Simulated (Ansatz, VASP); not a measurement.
Ta4In in VASP and in Ansatz

```
CELL_PARAMETERS angstrom
-1.72308 1.72308 7.92971
1.72308 -1.72308 7.92971
1.72308 1.72308 -7.92971
ATOMIC_POSITIONS crystal
Ta 0.19950 0.19950 0.00000
Ta 0.60563 0.60563 0.00000
Ta 0.39437 0.39437 0.00000
Ta 0.80050 0.80050 0.00000
In 0.00000 0.00000 0.00000
```

Alike in both runs: functional PBE; k mesh 7 × 7 × 7; occupations gaussian, width 0.2 eV; no spin polarisation.

Ansatz relaxed the structure, and its values are those at the end. VASP's run is a single point on that final structure, the one shown.

|  | VASP | Ansatz |
| --- | --- | --- |
| version | VASP 6.6.1 | Ansatz 0.2.0 |
| potentials or method | VASP PAW PBE potentials, release 64 (Ta_pv, In_d), cutoff 520 eV | scalar-relativistic, plane waves, PAW |
| valence electrons in the cell | 57 | 65 |

```csv
,VASP,Ansatz,Ansatz less VASP
gap on the k mesh at the Fermi level (eV),none,none,-
pressure (GPa),0.6,0.6,-0.06
rms of the force components (eV/Å),0.011,0.013,+0.0023
```

A gap of «none» marks a metal or a gap that the smearing closes. With one functional, cell and mesh, what is left measures potentials, basis and numerics. VASP's potentials hold 57 valence electrons a cell and Ansatz's 65, so a difference there can come from the potentials and not from the codes.

The k mesh is coarse, so the values compare programs but aren't converged. Spin-orbit coupling is off throughout.
